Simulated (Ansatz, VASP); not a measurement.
## Two plane-wave programs on Pd

```
Pd
1.0
     0.00000    1.95469    1.95469
     1.95469    0.00000    1.95469
     1.95469    1.95469    0.00000
Pd
1
Direct
  0.00000 0.00000 0.00000
```

Alike in both runs: task single point; functional r2SCAN; k mesh 11 × 11 × 11; occupations tetrahedron; no spin polarisation.

|  | VASP | Ansatz |
| --- | --- | --- |
| version | VASP 6.6.1 | Ansatz 0.2.0 |
| potentials or method | VASP PAW PBE potentials, release 64 (Pd), cutoff 550 eV | PAW plane waves |
| valence electrons in the cell | 10 | 18 |

Ansatz gave:

| Property | Result |
| --- | --- |
| pressure (GPa) | 0.0 |

Problem. What did VASP give for the same quantities?

Solution. Pressure (GPa): 0.7.

VASP's potentials were made for PBE, not for r2SCAN. VASP's potentials hold 10 valence electrons a cell and Ansatz's 18, so a difference there can come from the potentials and not from the codes. Ansatz's warnings: band table not solved further, product built on unsolved table, tetrahedron derivatives may miss energy slope.
